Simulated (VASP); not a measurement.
# BN (F-43m) in VASP: further runs

BN is run at these levels: PBE; tasks: G0W0 quasiparticle levels.

Program: VASP 6.6.1. These are calculated values, not measurements. Logs are shortened: lines on timing, memory, paths and dates and some standing lists are left out, and cuts for length are marked.

### Step 1. The cell of the first run

It takes space group F-43m (No. 216, cubic). Conventional cell: a = 3.754 Å, b = 3.754 Å, c = 3.754 Å, α = 90.00°, β = 90.00°, γ = 90.00°. B (site symmetry -43m) has 4 N at 1.63 Å within 2.2 Å. Within 2.2 Å of N (site symmetry -43m) lie 4 B at 1.63 Å.

### Step 2. G0W0 quasiparticle levels, PBE

File POSCAR:

```
BN
1.0
    0.0000000000      1.8770184836      1.8770184836
    1.8770184836      0.0000000000      1.8770184836
    1.8770184836      1.8770184836      0.0000000000
B N
1 1
Direct
    0.0000000000      0.0000000000      0.0000000000
    0.2500000000      0.2500000000      0.2500000000
```

File INCAR.step1:

```
ALGO = Normal
EDIFF = 1E-8
ENCUT = 500
GGA = PE
ISMEAR = 0
LASPH = T
LCHARG = F
LREAL = F
LWAVE = T
NELM = 80
PREC = Accurate
SIGMA = 0.01
```

File INCAR.step2:

```
ALGO = Exact
EDIFF = 1E-8
ENCUT = 500
GGA = PE
ISMEAR = 0
ISTART = 1
LASPH = T
LCHARG = F
LOPTICS = T
LREAL = F
LWAVE = T
NBANDS = 59
NELM = 1
PREC = Accurate
SIGMA = 0.01
```

File INCAR.step3:

```
ALGO = EVGW0
EDIFF = 1E-8
ENCUT = 500
ENCUTGW = 150.0
GGA = PE
ISMEAR = 0
ISTART = 1
LASPH = T
LCHARG = F
LREAL = F
LWAVE = F
NBANDS = 59
NBANDSGW = 12
NELMGW = 1
NOMEGA = 96
OMEGAMAX = 20
PREC = Accurate
PRECFOCK = Fast
SIGMA = 0.01
```

File KPOINTS:

```
k-points
0
Gamma
  6 6 6
```

Potentials or basis: VASP PAW PBE potentials, release 64 (B_GW, N_GW).

The run is started by

```console
$ cat potpaw_PBE.64/B_GW/POTCAR potpaw_PBE.64/N_GW/POTCAR > POTCAR
$ cp INCAR.step1 INCAR
$ mpirun -np 1 vasp_std > vasp.out
$ cp INCAR.step2 INCAR
$ mpirun -np 1 vasp_std > vasp.out
$ cp INCAR.step3 INCAR
$ mpirun -np 1 vasp_std > vasp.out
```

OUTCAR:

```text
EDIFF = 1E-8
   ENCUT = 500
   ENCUTGW = 150.0
   GGA = PE
   ISMEAR = 0
   ISTART = 1
   LASPH = T
   LREAL = F
   NELMGW = 1
   PREC = Accurate
   PRECFOCK = Fast

 ion  position               nearest neighbor table
   1  0.000  0.000  0.000-   2 1.63   2 1.63   2 1.63   2 1.63
   2  0.250  0.250  0.250-   1 1.63   1 1.63   1 1.63   1 1.63

  LATTYP: Found a face centered cubic cell.
 ALAT       =     3.7540369672

  Lattice vectors:

 A1 = (   0.0000000000,   1.8770184836,   1.8770184836)
 A2 = (   1.8770184836,   0.0000000000,   1.8770184836)
 A3 = (   1.8770184836,   1.8770184836,   0.0000000000)

Analysis of symmetry for initial positions (statically):
=====================================================================
 Subroutine PRICEL returns:
 Original cell was already a primitive cell.

 Routine SETGRP: Setting up the symmetry group for a
 face centered cubic supercell.

 Subroutine GETGRP returns: Found 24 space group operations
 (whereof 24 operations were pure point group operations)
 out of a pool of 48 trial point group operations.

The static configuration has the point symmetry T_d .

Analysis of symmetry for dynamics (positions and initial velocities):
=====================================================================
 Subroutine PRICEL returns:
 Original cell was already a primitive cell.

 Routine SETGRP: Setting up the symmetry group for a
 face centered cubic supercell.

 Subroutine GETGRP returns: Found 24 space group operations
 (whereof 24 operations were pure point group operations)
 out of a pool of 48 trial point group operations.

The dynamic configuration has the point symmetry T_d .

 Subroutine INISYM returns: Found 24 space group operations
 (whereof 24 operations are pure point group operations),
 and found     1 'primitive' translations

----------------------------------------------------------------------------------------

                                     Primitive cell

  volume of cell :      13.2262

  direct lattice vectors                    reciprocal lattice vectors
     0.000000000  1.877018484  1.877018484    -0.266379902  0.266379902  0.266379902
     1.877018484  0.000000000  1.877018484     0.266379902 -0.266379902  0.266379902
     1.877018484  1.877018484  0.000000000     0.266379902  0.266379902 -0.266379902

  length of vectors
     2.654504996  2.654504996  2.654504996     0.461383525  0.461383525  0.461383525

  position of ions in fractional coordinates (direct lattice)
     0.000000000  0.000000000  0.000000000
     0.250000000  0.250000000  0.250000000

  ion indices of the primitive-cell ions
   primitive index   ion index
                 1           1
                 2           2

----------------------------------------------------------------------------------------

 KPOINTS: k-points

Automatic generation of k-mesh.
 Grid dimensions read from file:
 generate k-points for:    6    6    6

 Generating k-lattice:

  Cartesian coordinates                     Fractional coordinates (reciprocal lattice)
    -0.044396650  0.044396650  0.044396650     0.166666667  0.000000000  0.000000000
     0.044396650 -0.044396650  0.044396650     0.000000000  0.166666667  0.000000000
     0.044396650  0.044396650 -0.044396650     0.000000000  0.000000000  0.166666667

  Length of vectors
     0.076897254  0.076897254  0.076897254

  Shift w.r.t. Gamma in fractional coordinates (k-lattice)
     0.000000000  0.000000000  0.000000000

 Subroutine IBZKPT returns following result:
 ===========================================

 Found     16 irreducible k-points:

 Following reciprocal coordinates:
            Coordinates               Weight
  0.000000  0.000000  0.000000      1.000000
  0.166667  0.000000  0.000000      8.000000
  0.333333  0.000000  0.000000      8.000000
  0.500000  0.000000  0.000000      4.000000
  0.166667  0.166667  0.000000      6.000000
  0.333333  0.166667  0.000000     24.000000
[... 8 lines left out ...]
 -0.333333  0.333333  0.166667     24.000000
 -0.333333  0.500000  0.166667     12.000000
   k-points           NKPTS =     16   k-points in BZ     NKDIM =    216   number of bands    NBANDS=     59
   number of dos      NEDOS =    301   number of ions     NIONS =      2
   total plane-waves  NPLWV =   8000
   dimension x,y,z NGX =    20 NGY =   20 NGZ =   20
   dimension x,y,z NGXF=    40 NGYF=   40 NGZF=   40
   ions per type =               1   1
   NGX,Y,Z   is equivalent  to a cutoff of  12.53, 12.53, 12.53 a.u.
   NGXF,Y,Z  is equivalent  to a cutoff of  25.05, 25.05, 25.05 a.u.
 SYSTEM =  unknown system
   PREC   = accura    normal or accurate (medium, high low for compatibility)
   ISTART =      1    job   : 0-new  1-cont  2-samecut
   ICHARG =      0    charge: 1-file 2-atom 10-const
   ISPIN  =      1    spin polarized calculation?
   LNONCOLLINEAR =      F non collinear calculations
   LSORBIT =      F    spin-orbit coupling
   LASPH  =      T    aspherical Exc in radial PAW
   ENCUT  =  500.0 eV  36.75 Ry    6.06 a.u.   4.84  4.84  4.84*2*pi/ulx,y,z
   NELM   =     60;   NELMIN=  2; NELMDL=  0     # of ELM steps
   EDIFF  = 0.1E-07   stopping-criterion for ELM
   LREAL  =      F    real-space projection
   EDIFFG = 0.1E-06   stopping-criterion for IOM
   NSW    =      0    number of steps for IOM
   IBRION =     -1    ionic relax: 0-MD 1-quasi-New 2-CG
   NFREE  =      0    steps in history (QN), initial steepest desc. (CG)
   ISIF   =      0    stress and relaxation
   ISYM   =      3    0-nonsym 1-usesym 2-fastsym
   POTIM  = 0.5000    time-step for ionic-motion
   TEBEG  =    0.0;   TEEND  =   0.0 temperature during run
   PSTRESS=    0.0 pullay stress
   NELECT =       8.0000    total number of electrons
   NUPDOWN=      -1.0000    fix difference up-down
   EMIN   =  10.00;   EMAX   =-10.00  energy-range for DOS
   EFERMI =   0.00;   METHOD = LEGACY
   ISMEAR =     0;   SIGMA  =   0.01  broadening in eV -4-tet -1-fermi 0-gaus
   EFERMI_NEDOS =   21; number of points for ismear=-14 and -15
   IALGO  =     38    algorithm
   IMIX   =      4    mixing-type and parameters
     AMIX     =   0.40;   BMIX     =  1.00
     AMIX_MAG =   1.60;   BMIX_MAG =  1.00
  volume/ion in A,a.u.               =       6.61        44.63
  Fermi-wavevector in a.u.,A,eV,Ry     =   1.384500  2.616326 26.080193  1.916840
  Thomas-Fermi vector in A             =   2.508998
   LORBIT       =      0    0 simple, 1 ext, 2 COOP (PROOUT), +10 PAW based schemes
   GGA     = PE    functional components
   LHFCALC =     T    Hartree Fock is set to
   PRECFOCK=fast      Normal, Fast or Accurate (Low or Medium for compatibility)
   ENCUT4O =  -1.0   cutoff for four orbital integrals eV
   NKREDX  =     1    reduce k-point grid by
   NKREDY  =     1    reduce k-point grid by
   NKREDZ  =     1    reduce k-point grid by
   AEXX    =    1.0000 exact exchange contribution
   HFSCREEN=    0.0000 screening length (either q_TF or 0.3 A-1)
   HFSCREENC=   0.0000 screening length for correlation (either q_TF or 0.3 A-1)
   ENCUTFOCK=  -1.0 apply spherical cutoff to Coloumb kernel
   IVDW    =     0    specifies the selected vdW correction
   LEPSILON=     F    determine dielectric tensor
   LRPA    =     F    only Hartree local field effects (RPA)
   LRPAFORCE           =     F    calculate RPA forces
   ENCUTGW             = 150.0    cutoff for response function in eV
   ENCUTGWSOFT         = 120.0    soft cutoff for Coulomb kernel in GW response function in eV
   ENCUTLF             =  -1.0    cutoff for local field effects
   NELMGW              =     1    number of iterations in solving QP/BSE equation
   NELMHF              =     1    number of iterations in the inner HF iteration
   NKREDLFX            =     1    NKREDLFY  =   1   NKREDLFZ  =   1
 non-spin polarized calculation
 Gauss-broadening in eV      SIGMA  =   0.01
  energy-cutoff  :      500.00
  volume of cell :       13.23
 maximum number of plane-waves:       347
  NGX = 12; NGY = 12; NGZ = 12
   NGX =  9   NGY =  9   NGZ =  9
 maximum number of plane-waves:        64

 QP shifts <psi_nk| G(iteration)W_0 |psi_nk>: iteration 1
 for sc-GW calculations column KS-energies equals QP-energies in previous step
 and V_xc(KS)=  KS-energies - (<T + V_ion + V_H > + <T+V_H+V_ion>^1  + <V_x>^1)

 k-point   1 :       0.0000    0.0000    0.0000
  band No.  KS-energies  QP-energies   sigma(KS)   V_xc(KS)     V^pw_x(r,r')   Z            occupation Imag(sigma)

      1     -12.8771     -14.6804     -17.6073     -15.2447     -25.9530       0.7633       2.0000       1.3122
      2       6.1260       5.3901     -18.8141     -17.9148     -21.3947       0.8184       2.0000       0.0305
      3       6.1260       5.3901     -18.8141     -17.9148     -21.3947       0.8184       2.0000       0.0305
      4       6.1260       5.3901     -18.8141     -17.9148     -21.3947       0.8184       2.0000       0.0305
      5      14.4064      15.6562     -11.8709     -13.3849      -6.6961       0.8255       0.0000      -0.0474
      6      14.4064      15.6562     -11.8709     -13.3849      -6.6961       0.8255       0.0000      -0.0474
      7      14.4064      15.6562     -11.8709     -13.3849      -6.6961       0.8255       0.0000      -0.0474
      8      14.6920      15.7986     -13.7820     -15.1474      -8.5008       0.8104       0.0000      -0.0520
      9      28.8115      29.1168     -10.5810     -10.9708      -3.1800       0.7832       0.0000      -0.4512
     10      32.5596      33.6151     -11.4758     -12.7457      -5.1174       0.8312       0.0000      -0.5212
     11      32.5596      33.6151     -11.4758     -12.7457      -5.1174       0.8312       0.0000      -0.5212
     12      33.1208      33.7109      -9.8744     -10.5739      -2.8443       0.8437       0.0000      -0.9854

 k-point   2 :       0.1667    0.0000    0.0000
  band No.  KS-energies  QP-energies   sigma(KS)   V_xc(KS)     V^pw_x(r,r')   Z            occupation Imag(sigma)
[... 225 lines left out ...]
      1      -7.7917      -9.1103     -19.0234     -17.2329     -26.5106       0.7364       2.0000       0.6031
      2      -1.4509      -2.9634     -17.0015     -15.0421     -21.4609       0.7719       2.0000       0.0759
      3       0.5753      -0.7138     -17.0258     -15.3970     -20.7541       0.7914       2.0000       0.0521
      4       0.6735      -0.5671     -16.5504     -14.9891     -20.0463       0.7946       2.0000       0.0485
      5      13.4813      14.4324     -12.3009     -13.4484      -7.4785       0.8288       0.0000      -0.0457
      6      17.1982      18.3207     -12.3264     -13.6978      -6.8128       0.8185       0.0000      -0.0540
      7      19.8065      21.2599     -12.9945     -14.8588      -6.3317       0.7796       0.0000      -0.0902
      8      21.4180      22.9210     -13.0465     -14.9909      -6.1599       0.7730       0.0000      -0.1072
      9      24.1040      25.4757     -13.7264     -15.5131      -6.6396       0.7678       0.0000      -0.1722
     10      29.9930      31.2014     -11.7770     -13.3243      -4.0060       0.7810       0.0000      -0.6148
     11      34.5986      35.4237     -11.2478     -12.2643      -3.9521       0.8117       0.0000      -0.8566
     12      37.3955      38.4404     -11.0609     -12.3406      -3.6492       0.8165       0.0000      -0.9514
```

It took 31 s on 1 thread of Intel Xeon 6975P-C (Granite Rapids), shared host; peak memory 0.23 GiB.

Results:

* Quasiparticle gap: 5.74 eV
* Least direct quasiparticle gap: 10.27 eV
* Band gap of the starting levels on the mesh: 4.33 eV
* Least direct gap of the starting levels on the mesh: 8.28 eV

Caveat: the k points lie up to 0.48 Å⁻¹ apart; bands, screening cutoff and mesh are small and nothing is extrapolated, so the quasiparticle values aren't converged.

(Continued in part 2 of 2.)
